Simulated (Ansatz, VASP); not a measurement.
**Two plane-wave programs on Cd**

File INCAR:

```
SYSTEM = Cd
  ALGO = Fast
  EDIFF = 1E-6
  ENCUT = 520
  GGA = PS
  ISIF = 2
  ISMEAR = 0
  LASPH = .TRUE.
  LCHARG = .FALSE.
  LREAL = .FALSE.
  LWAVE = .FALSE.
  NBANDS = 12
  NELM = 60
  PREC = Accurate
  SIGMA = 0.15
```

Contents of KPOINTS:

```
k-points
0
G
  20 20 20
  0 0 0
```

POSCAR

```
Cd
1.0
    0.0000000000      2.0324026154      2.6421234001
    2.0324026154      0.0000000000      2.6421234001
    2.0324026154      2.0324026154      0.0000000000
Cd
1
Direct
    0.0000000000      0.0000000000      0.0000000000
```

Input for Ansatz:

```yaml
crystal:
  lattice:
    - [0.0, 2.0324026154, 2.6421234001]
    - [2.0324026154, 0.0, 2.6421234001]
    - [2.0324026154, 2.0324026154, 0.0]
  atoms:
    - { symbol: Cd, position: [0.0, 0.0, 0.0] }
basis:
  ecutwfc: 420
kpoints:
  mp_grid: { grid: [20, 20, 20] }
hamiltonian:
  xc: pbesol
scf:
  occupations: { method: gaussian, width: 0.15 }
output:
  forces: true
  stress: true
  eigenvalues: true
```

Alike in both runs: task single point; functional PBEsol; k mesh 20 × 20 × 20; occupations gaussian, width 0.15 eV; no spin polarisation.

```csv
,VASP,Ansatz
version,VASP 6.6.1,Ansatz 0.2.0
potentials or method,"VASP PAW PBE potentials, release 64 (Cd), cutoff 520 eV","scalar-relativistic, plane waves, PAW"
valence electrons in the cell,12,20
```

```csv
,VASP,Ansatz,Ansatz less VASP
gap on the k mesh at the Fermi level (eV),none,none,-
pressure (GPa),1.3,0.9,-0.37
"traceless stress, the component that is largest in VASP (GPa)",-3.83,-3.66,+0.169
```

VASP's potentials were made for PBE, not for PBEsol. A gap of «none» marks a metal or a gap that the smearing closes. VASP's potentials hold 12 valence electrons a cell and Ansatz's 20, so a difference there can come from the potentials and not from the codes.
